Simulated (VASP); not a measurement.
Runs of VASP 6.6.1 on CuO2. The structure is orthorhombic, space group Cmcm (No. 63). The conventional cell has a = 2.825 Å, b = 10.421 Å, c = 4.343 Å, α = 90.00°, β = 90.00°, γ = 90.00°. Cu (site symmetry m2m) has 6 O at 1.86 to 2.22 Å within 2.5 Å. O (site symmetry m2m) has 2 Cu at 1.86 Å and 3 O at 2.42 to 2.47 Å within 2.5 Å. Within 2.5 Å of O (site symmetry m2m) lie 4 Cu at 1.90 to 2.22 Å and 1 O at 2.47 Å. 

```tsv
k mesh	gap on the mesh (eV)	pressure (GPa)	moment (μB)	largest force (eV/Å)
4 × 4 × 2	none	-8.1	0.00	0.28
1 × 1 × 1	0.06	-1.4	0.43	0.51
8 × 8 × 4	none	(c)	0.00	0.40
2 × 2 × 2	none	(a)	0.00	(b)
```

Alike in all rows: task single point; level PBEsol; potentials or basis VASP PAW PBE potentials, release 64 (Cu, O); spin collinear; cell as given; cutoff (eV) 520; smearing gaussian 0.1 eV.

Q: Estimate the missing entries.

A: (a) -10.3; (b) 0.88; (c) -7.8.

Caveats: all runs use coarse meshes; the PAW data sets were made with another functional, which shifts forces and pressure a little; semilocal functionals often make such compounds metallic where correlation or magnetic order opens a gap, which also shifts bond lengths (some runs).

A k mesh can miss the band edges.

A gap of «none» marks levels without a gap at the run's occupations.
